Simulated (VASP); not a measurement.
# SnSe2 (P6_3/mmc) in VASP: notebook

Aim: see how the results for SnSe2 move with the level of theory and the settings. Levels: PBE+D3(BJ), r2SCAN+rVV10. Tasks: single point, relaxation of cell and atoms.

Program: VASP 6.6.1. These are calculated values, not measurements. Logs are shortened: lines on timing, memory, paths and dates and some standing lists are left out, and cuts for length are marked.

### 1 The cell of the first run

Symmetry: P6_3/mmc, No. 194, hexagonal system. The conventional cell has a = 3.836 Å, b = 3.836 Å, c = 11.461 Å, α = 90.00°, β = 90.00°, γ = 120.00°. Sn (site symmetry -6m2) has 8 Se at 2.82 to 3.99 Å and 6 Sn at 3.84 Å within 4.0 Å. Se (site symmetry 3m) has 4 Sn at 2.82 to 3.99 Å and 10 Se at 3.15 to 3.84 Å within 4.0 Å.

### 2 Single point, PBE+D3(BJ)

INCAR

```
SYSTEM = SnSe2
PREC = Accurate
ENCUT = 500
EDIFF = 1E-6
ISMEAR = -1
SIGMA = 0.02
LREAL = .FALSE.
LASPH = .TRUE.
NELM = 120
ALGO = Normal
ISIF = 2
LWAVE = .FALSE.
LCHARG = .TRUE.
GGA = PE
IVDW = 12
LELF = .TRUE.
LVHAR = .TRUE.
NBANDS = 35
GGA_COMPAT = .FALSE.
```

KPOINTS

```
regular mesh
0
G
  12 12 2
  0 0 0
```

POSCAR

```
SnSe2
1.0
    3.8358663489      0.0000000000      0.0000000000
   -1.9179331745      3.3219577037      0.0000000000
    0.0000000000      0.0000000000     11.4610256311
Sn Se
2 4
Direct
    0.3333333333      0.6666666667      0.2500000000
    0.6666666667      0.3333333333      0.7500000000
    0.6666666667      0.3333333333      0.4022156175
    0.6666666667      0.3333333333      0.0977843825
    0.3333333333      0.6666666667      0.9022156175
    0.3333333333      0.6666666667      0.5977843825
```

Potentials or basis: VASP PAW PBE potentials, release 64 (Sn_d, Se).

The run is started by

```bash
cat potpaw_PBE.64/Sn_d/POTCAR potpaw_PBE.64/Se/POTCAR > POTCAR
mpirun -np 1 vasp_std > vasp.out
```

OUTCAR:

```text
SYSTEM = SnSe2
   PREC = Accurate
   ENCUT = 500
   EDIFF = 1E-6
   ISMEAR = -1
   LREAL = .FALSE.
   LASPH = .TRUE.
   NELM = 120
   ISIF = 2
   GGA = PE
   IVDW = 12
 IVDW          = 12

 ion  position               nearest neighbor table
   1  0.333  0.667  0.250-   3 2.82   4 2.82   3 2.82   4 2.82   3 2.82   4 2.82
   2  0.667  0.333  0.750-   5 2.82   6 2.82   5 2.82   6 2.82   5 2.82   6 2.82
   3  0.667  0.333  0.402-   1 2.82   1 2.82   1 2.82
   4  0.667  0.333  0.098-   1 2.82   1 2.82   1 2.82
   5  0.333  0.667  0.902-   2 2.82   2 2.82   2 2.82
   6  0.333  0.667  0.598-   2 2.82   2 2.82   2 2.82

  LATTYP: Found a hexagonal cell.
 ALAT       =     3.8358663489
 C/A-ratio  =     2.9878584363

  Lattice vectors:

 A1 = (   3.8358663489,   0.0000000000,   0.0000000000)
 A2 = (  -1.9179331745,   3.3219577037,   0.0000000000)
 A3 = (   0.0000000000,   0.0000000000,  11.4610256311)

Analysis of symmetry for initial positions (statically):
=====================================================================
 Subroutine PRICEL returns:
 Original cell was already a primitive cell.

 Routine SETGRP: Setting up the symmetry group for a
 hexagonal supercell.

 Subroutine GETGRP returns: Found 24 space group operations
 (whereof 12 operations were pure point group operations)
 out of a pool of 24 trial point group operations.

The static configuration has the point symmetry D_3d.
 The point group associated with its full space group is D_6h.

Analysis of symmetry for dynamics (positions and initial velocities):
=====================================================================
 Subroutine PRICEL returns:
 Original cell was already a primitive cell.

 Routine SETGRP: Setting up the symmetry group for a
 hexagonal supercell.

 Subroutine GETGRP returns: Found 24 space group operations
 (whereof 12 operations were pure point group operations)
 out of a pool of 24 trial point group operations.

The dynamic configuration has the point symmetry D_3d.
 The point group associated with its full space group is D_6h.

 Subroutine INISYM returns: Found 24 space group operations
 (whereof 12 operations are pure point group operations),
 and found     1 'primitive' translations

----------------------------------------------------------------------------------------

                                     Primitive cell

  volume of cell :     146.0431

  direct lattice vectors                    reciprocal lattice vectors
     3.835866349  0.000000000  0.000000000     0.260697300  0.150513656  0.000000000
    -1.917933174  3.321957704  0.000000000     0.000000000  0.301027313  0.000000000
     0.000000000  0.000000000 11.461025631     0.000000000  0.000000000  0.087252226

  length of vectors
     3.835866349  3.835866349 11.461025631     0.301027313  0.301027313  0.087252226

  position of ions in fractional coordinates (direct lattice)
     0.333333333  0.666666667  0.250000000
     0.666666667  0.333333333  0.750000000
     0.666666667  0.333333333  0.402215617
     0.666666667  0.333333333  0.097784383
     0.333333333  0.666666667  0.902215617
     0.333333333  0.666666667  0.597784383

  ion indices of the primitive-cell ions
   primitive index   ion index
                 1           1
                 2           2
                 3           3
                 4           4
                 5           5
                 6           6

----------------------------------------------------------------------------------------

 KPOINTS: regular mesh

Automatic generation of k-mesh.
 Grid dimensions read from file:
 generate k-points for:   12   12    2

 Generating k-lattice:

  Cartesian coordinates                     Fractional coordinates (reciprocal lattice)
     0.021724775  0.012542805  0.000000000     0.083333333  0.000000000  0.000000000
     0.000000000  0.025085609  0.000000000     0.000000000  0.083333333  0.000000000
     0.000000000  0.000000000  0.043626113     0.000000000  0.000000000  0.500000000

  Length of vectors
     0.025085609  0.025085609  0.043626113
[... 55 lines left out ...]
  band No.  band energies     occupation
      1     -16.1881      2.00000
      2     -16.1881      2.00000
      3     -16.1842      2.00000
      4     -16.1842      2.00000
      5     -16.1393      2.00000
      6     -16.1387      2.00000
[... 27 lines left out ...]
     34      10.0126      0.00000
     35      10.7019      0.00000

 k-point     3 :       0.1667    0.0000    0.0000
  band No.  band energies     occupation
      1     -16.1906      2.00000
      2     -16.1906      2.00000
      3     -16.1759      2.00000
      4     -16.1759      2.00000
      5     -16.1441      2.00000
      6     -16.1440      2.00000
[... 27 lines left out ...]
     34      10.1431      0.00000
     35      11.2132      0.00000

 k-point     4 :       0.2500    0.0000    0.0000
  band No.  band energies     occupation
      1     -16.1946      2.00000
      2     -16.1946      2.00000
      3     -16.1645      2.00000
      4     -16.1645      2.00000
      5     -16.1543      2.00000
      6     -16.1541      2.00000
[... 27 lines left out ...]
     34      10.3104      0.00000
     35      11.8215      0.00000

 k-point     5 :       0.3333    0.0000    0.0000
  band No.  band energies     occupation
      1     -16.1989      2.00000
      2     -16.1988      2.00000
      3     -16.1643      2.00000
      4     -16.1641      2.00000
      5     -16.1531      2.00000
      6     -16.1531      2.00000
[... 638 lines left out ...]
 k-point    22 :       0.1667    0.0000    0.5000
  band No.  band energies     occupation
      1     -16.1906      2.00000
      2     -16.1906      2.00000
      3     -16.1759      2.00000
      4     -16.1759      2.00000
      5     -16.1441      2.00000
      6     -16.1441      2.00000
[... 27 lines left out ...]
     34       9.7519      0.00000
     35      12.1887      0.00000

 k-point    23 :       0.2500    0.0000    0.5000
  band No.  band energies     occupation
      1     -16.1946      2.00000
      2     -16.1946      2.00000
      3     -16.1645      2.00000
      4     -16.1645      2.00000
      5     -16.1542      2.00000
      6     -16.1542      2.00000
[... 27 lines left out ...]
     34       9.8062      0.00000
     35      12.6352      0.00000

 k-point    24 :       0.3333    0.0000    0.5000
  band No.  band energies     occupation
      1     -16.1989      2.00000
      2     -16.1989      2.00000
      3     -16.1642      2.00000
      4     -16.1642      2.00000
      5     -16.1531      2.00000
      6     -16.1531      2.00000
[... 27 lines left out ...]
     34       9.8873      0.00000
     35      12.4397      0.00000

 [... further k-points ...]

------------------------ aborting loop because EDIFF is reached ----------------------------------------

 Edisp (eV)   -2.28801

 E8    (eV) :    -0.9972

  FORCE on cell =-STRESS in cart. coord.  units (eV):
  Direction    XX          YY          ZZ          XY          YZ          ZX
  --------------------------------------------------------------------------------------
  -------------------------------------------------------------------------------------
  Total       0.00708     0.00708     0.06101    -0.00000     0.00000    -0.00000
  in kB       0.07771     0.07771     0.66935    -0.00000     0.00000    -0.00000
  external pressure =        0.27 kB  Pullay stress =        0.00 kB

 VOLUME and BASIS-vectors are now :
 -----------------------------------------------------------------------------
  energy-cutoff  :      500.00
  volume of cell :      146.04
      direct lattice vectors                 reciprocal lattice vectors
     3.835866349  0.000000000  0.000000000     0.260697300  0.150513656  0.000000000
    -1.917933174  3.321957704  0.000000000     0.000000000  0.301027313  0.000000000
     0.000000000  0.000000000 11.461025631     0.000000000  0.000000000  0.087252226

 POSITION                                       TOTAL-FORCE (eV/Angst)
 -----------------------------------------------------------------------------------
     -0.00000      2.21464      2.86526        -0.000000      0.000000      0.000000
      1.91793      1.10732      8.59577         0.000000      0.000000      0.000000
      1.91793      1.10732      4.60980        -0.000000      0.000000      0.012077
      1.91793      1.10732      1.12071         0.000000      0.000000     -0.012077
     -0.00000      2.21464     10.34032        -0.000000     -0.000000      0.012077
     -0.00000      2.21464      6.85122        -0.000000     -0.000000     -0.012077
 -----------------------------------------------------------------------------------
    total drift:                               -0.000000      0.000000     -0.000000

  FREE ENERGIE OF THE ION-ELECTRON SYSTEM (eV)
  ---------------------------------------------------
  free  energy   TOTEN  =       -24.6940545497 eV

  energy  without entropy=      -24.6918520005  energy(sigma->0) =      -24.69295328
```

It took 1.8 min on 1 thread of Intel Xeon Platinum 8559C (Emerald Rapids), shared host; peak memory 0.32 GiB.

Results:

| Item | Value |
| --- | --- |
| Free energy | -24.6941 eV |
| Pressure | 0.0 GPa |
| Largest force | 0.012 eV/Å |
| Band gap on the k mesh | zero (bands 26 and 27 overlap by 0.52 eV) |
| Dispersion energy per atom | -0.381 eV |

Forces in eV/Å, atoms in the order of the input:
```
Sn   0.000  0.000  0.000
Sn   0.000  0.000  0.000
Se   0.000  0.000  0.012
Se   0.000  0.000 -0.012
Se   0.000  0.000  0.012
Se   0.000  0.000 -0.012
```

Levels at points of the mesh, in eV from the Fermi level:
| k point | band 23 | band 24 | band 25 | band 26 | band 27 | band 28 | band 29 | band 30 |
| --- | --- | --- | --- | --- | --- | --- | --- | --- |
| (0.00, 0.00, 0.00) | -0.96 | -0.85 | -0.71 | -0.17 | -0.17 | 1.75 | 3.17 | 3.53 |
| (0.50, 0.00, 0.00) | -2.06 | -1.43 | -1.42 | -0.47 | -0.14 | 0.78 | 1.69 | 2.79 |
| (0.00, 0.00, 0.50) | -0.44 | -0.44 | -0.44 | -0.44 | 0.76 | 0.76 | 3.67 | 3.67 |
| (0.50, 0.00, 0.50) | -1.55 | -1.55 | -1.11 | -1.11 | 0.00 | 0.00 | 2.58 | 2.58 |

Caveat: semilocal functionals underestimate gaps, and a narrow one can read as zero; spin-orbit coupling is left out, which moves the levels of the heavy elements.

### 3 Single point, r2SCAN+rVV10

This run uses another cell than the first one, of 24.68 Å³/atom.

POSCAR

```
SnSe2
1.0
    3.8156986936      0.0000000000      0.0000000000
   -1.9078493468      3.3044920018      0.0000000000
    0.0000000000      0.0000000000     11.7459242978
Sn Se
2 4
Direct
    0.3333333333      0.6666666667      0.2500000000
    0.6666666667      0.3333333333      0.7500000000
    0.6666666667      0.3333333333      0.3964131004
    0.6666666667      0.3333333333      0.1035868996
    0.3333333333      0.6666666667      0.8964131004
    0.3333333333      0.6666666667      0.6035868996
```

INCAR.step1

```
SYSTEM = SnSe2
  PREC = Accurate
  ENCUT = 550
  ISMEAR = -1
  SIGMA = 0.02
  LREAL = .False.
  LASPH = .True.
  NELM = 120
  NBANDS = 35
  GGA = PE
  ALGO = Normal
  EDIFF = 1E-5
  LWAVE = .True.
  LCHARG = .False.
  GGA_COMPAT = .False.
```

INCAR.step2

```
SYSTEM = SnSe2
  PREC = Accurate
  ENCUT = 550
  EDIFF = 1E-6
  ISMEAR = -1
  SIGMA = 0.02
  LREAL = .False.
  LASPH = .True.
  NELM = 120
  ALGO = Normal
  ISIF = 2
  LWAVE = .False.
  LCHARG = .False.
  METAGGA = R2SCAN
  LMIXTAU = .True.
  LUSE_VDW = .True.
  IVDW_NL = 2
  BPARAM = 11.95
  CPARAM = 0.0093
  NBANDS = 35
  ISTART = 1
  GGA_COMPAT = .False.
```

KPOINTS

```
regular mesh
0
Gamma
  12 12 2
  0 0 0
```

Potentials or basis: VASP PAW PBE potentials, release 64 (Sn_d, Se).

The run is started by

```bash
cat potpaw_PBE.64/Sn_d/POTCAR potpaw_PBE.64/Se/POTCAR > POTCAR
cp INCAR.step1 INCAR
mpirun -np 1 vasp_std > vasp.out
cp INCAR.step2 INCAR
mpirun -np 1 vasp_std > vasp.out
```

It took 12 min on 1 thread of Intel Xeon Platinum 8559C (Emerald Rapids), shared host; peak memory 0.69 GiB.

It converged, with:

| Quantity | Value |
| --- | --- |
| Free energy | -106.3616 eV |
| Pressure | 0.2 GPa |
| Largest force | 0.022 eV/Å |
| Band gap on the k mesh | zero (bands 26 and 27 overlap by 0.61 eV) |

Forces in eV/Å, atoms in the order of the input:
```
Sn   0.000  0.000  0.000
Sn   0.000  0.000  0.000
Se   0.000  0.000  0.022
Se   0.000  0.000 -0.022
Se   0.000  0.000  0.022
Se   0.000  0.000 -0.022
```

Levels at points of the mesh, in eV from the Fermi level:
| k point | band 22 | band 23 | band 24 | band 25 | band 26 | band 27 | band 28 | band 29 | band 30 | band 31 |
| --- | --- | --- | --- | --- | --- | --- | --- | --- | --- | --- |
| (0.00, 0.00, 0.00) | -1.01 | -1.01 | -0.79 | -0.43 | -0.33 | -0.33 | 1.70 | 3.65 | 3.80 | 3.80 |
| (0.50, 0.00, 0.00) | -2.59 | -1.95 | -1.60 | -1.16 | -0.76 | -0.28 | 0.77 | 1.90 | 3.12 | 3.18 |
| (0.00, 0.00, 0.50) | -1.58 | -0.57 | -0.57 | -0.57 | -0.57 | 0.92 | 0.92 | 3.91 | 3.91 | 3.91 |
| (0.50, 0.00, 0.50) | -3.02 | -1.51 | -1.51 | -1.28 | -1.28 | 0.04 | 0.04 | 2.73 | 2.73 | 4.06 |

Caveat: semilocal functionals underestimate gaps, and a narrow one can read as zero; the PAW data sets were made with another functional, which shifts forces and pressure a little; spin-orbit coupling is left out, which moves the levels of the heavy elements.

### 4 Relaxation of cell and atoms, PBE+D3(BJ)

This run uses another cell than the first one, of 21.74 Å³/atom.

INCAR

```
SYSTEM = SnSe2
ALGO = Normal
EDIFF = 1E-7
EDIFFG = -0.005
ENCUT = 500
GGA = PE
GGA_COMPAT = .False.
IBRION = 2
ISIF = 3
ISMEAR = -1
IVDW = 12
LASPH = .True.
LCHARG = .False.
LREAL = .False.
LWAVE = .False.
NELM = 120
NELMIN = 4
NSW = 80
PREC = Accurate
SIGMA = 0.02
```

KPOINTS

```
k-points
0
Gamma
  12 12 2
  0 0 0
```

POSCAR

```
SnSe2
1.0
    3.4473934100      0.0000000000      0.0000000000
   -1.7236967050      2.9855302699      0.0000000000
    0.0000000000      0.0000000000     12.6719178400
Sn Se
2 4
Direct
    0.3333333333      0.6666666667      0.2500000000
    0.6666666667      0.3333333333      0.7500000000
    0.6666666667      0.3333333333      0.3828117402
    0.6666666667      0.3333333333      0.1171882598
    0.3333333333      0.6666666667      0.8828117402
    0.3333333333      0.6666666667      0.6171882598
```

The run is started by

```bash
cat potpaw_PBE.64/Sn_d/POTCAR potpaw_PBE.64/Se/POTCAR > POTCAR
mpirun -np 1 vasp_std > vasp.out
```

Run time: 41 min. Hardware: 1 thread of Intel Xeon Platinum 8559C (Emerald Rapids), shared host; peak memory 0.35 GiB.

It converged, with:

* Free energy: -24.6913 eV
* Relaxed volume: 24.34 Å³/atom
* Relaxed cell: a = 3.835 Å, b = 3.835 Å, c = 11.463 Å, α = 90.00°, β = 90.00°, γ = 120.00°
* Space group after relaxing (to 0.1 Å): P6_3/mmc (No. 194)
* Energy gained by relaxing: 297.2 meV/atom
* Ionic steps: 32
* Pressure after relaxing: 0.0 GPa
* Band gap on the k mesh: zero (bands 26 and 27 overlap by 0.52 eV)
* Dispersion energy per atom: -0.381 eV

Forces on the atoms (eV/Å):
```
Sn   0.000  0.000  0.000
Sn   0.000  0.000  0.000
Se   0.000  0.000 -0.002
Se   0.000  0.000  0.002
Se   0.000  0.000 -0.002
Se   0.000  0.000  0.002
```

Step by step:
```csv
step,energy change (eV),largest force (eV/Å),pressure (GPa),volume (Å³)
1,0.0000,1.6592,17.66,130.42
2,-0.5060,1.1515,-7.23,180.99
3,-1.2720,0.3792,-0.43,154.84
4,-1.2723,0.3530,-0.20,154.32
5,-1.4341,0.1103,-0.09,155.68
6,-1.4414,0.6951,0.24,156.57
7,-1.4548,0.4140,0.06,156.16
8,-1.4550,0.4404,0.08,156.20
9,-1.4909,0.3900,-0.61,156.75
10,-1.5625,0.2637,-2.31,158.28
11,-1.5518,0.0037,-4.11,160.74
12,-1.5767,0.2867,-2.84,159.01
13,-1.5834,0.1621,-3.54,159.93
14,-1.5845,0.2191,-3.23,159.50
15,-1.5964,0.2135,-3.18,159.08
16,-1.6285,0.2021,-2.99,157.84
17,-1.6727,0.1359,-2.52,155.33
18,-1.5967,0.1717,-0.86,150.18
19,-1.6757,0.1158,-2.27,154.46
20,-1.6985,0.1342,-1.93,153.32
21,-1.7478,0.2048,-0.86,149.94
22,-1.7542,0.3008,1.77,143.27
23,-1.7681,0.2669,0.48,146.33
24,-1.7761,0.1853,0.22,146.49
25,-1.7801,0.0735,-0.12,146.70
26,-1.7809,0.0666,-0.08,146.53
27,-1.7825,0.0444,0.07,146.05
28,-1.7823,0.0066,0.37,145.07
29,-1.7829,0.0230,0.20,145.61
30,-1.7834,0.0107,-0.02,146.03
31,-1.7834,0.0088,-0.01,146.00
32,-1.7834,0.0024,0.01,146.02
```

Final structure:
```cif
data_structure
_symmetry_space_group_name_H-M 'P 1'
_symmetry_Int_Tables_number 1
_cell_length_a 3.8351
_cell_length_b 3.8351
_cell_length_c 11.4635
_cell_angle_alpha 90.000
_cell_angle_beta 90.000
_cell_angle_gamma 120.000
_cell_volume 146.02
loop_
_atom_site_label
_atom_site_type_symbol
_atom_site_fract_x
_atom_site_fract_y
_atom_site_fract_z
_atom_site_occupancy
Sn1 Sn 0.33333 0.66667 0.25000 1
Sn2 Sn 0.66667 0.33333 0.75000 1
Se1 Se 0.66667 0.33333 0.40233 1
Se2 Se 0.66667 0.33333 0.09767 1
Se3 Se 0.33333 0.66667 0.90233 1
Se4 Se 0.33333 0.66667 0.59767 1
```

Levels at points of the mesh, in eV from the Fermi level:
```
           k point  band 22  band 23  band 24  band 25  band 26  band 27  band 28  band 29  band 30  band 31
(0.00, 0.00, 0.00)    -0.95    -0.95    -0.85    -0.71    -0.17    -0.17     1.76     3.17     3.53     3.53
(0.50, 0.00, 0.00)    -2.21    -2.06    -1.43    -1.43    -0.47    -0.14     0.78     1.69     2.79     3.10
(0.00, 0.00, 0.50)    -1.52    -0.44    -0.44    -0.44    -0.44     0.77     0.77     3.68     3.73     3.73
(0.50, 0.00, 0.50)    -2.87    -1.55    -1.55    -1.11    -1.11     0.00     0.00     2.58     2.58     3.82
```

Caveat: semilocal functionals underestimate gaps, and a narrow one can read as zero; spin-orbit coupling is left out, which moves the levels of the heavy elements.

### 5 The runs side by side

```tsv
task	level	cell	cutoff (eV)	gap on the mesh (eV)	pressure (GPa)	largest force (eV/Å)
single point	PBE+D3(BJ)	a = 3.836, b = 3.836, c = 11.461 Å, angles 90.0, 90.0, 120.0°, 6 atoms, atomic positions A	500	none	0.0	0.01
single point	r2SCAN+rVV10	a = 3.816, b = 3.816, c = 11.746 Å, angles 90.0, 90.0, 120.0°, 6 atoms, atomic positions B	550	none	0.2	0.02
relaxation of cell and atoms	PBE+D3(BJ)	relaxed from a = 3.447, b = 3.447, c = 12.672 Å, angles 90.0, 90.0, 120.0°, 6 atoms, atomic positions C	500	none	0.0	-
```

Alike in all rows: potentials or basis VASP PAW PBE potentials, release 64 (Sn_d, Se); no spin polarisation; k mesh 12 × 12 × 2; smearing fermi-dirac 0.02 eV.

Caveats: semilocal functionals underestimate gaps, and a narrow one can read as zero; spin-orbit coupling is left out, which moves the levels of the heavy elements; the PAW data sets were made with another functional, which shifts forces and pressure a little (at least some runs).

Absolute energies hang on the potentials; compare differences alone.
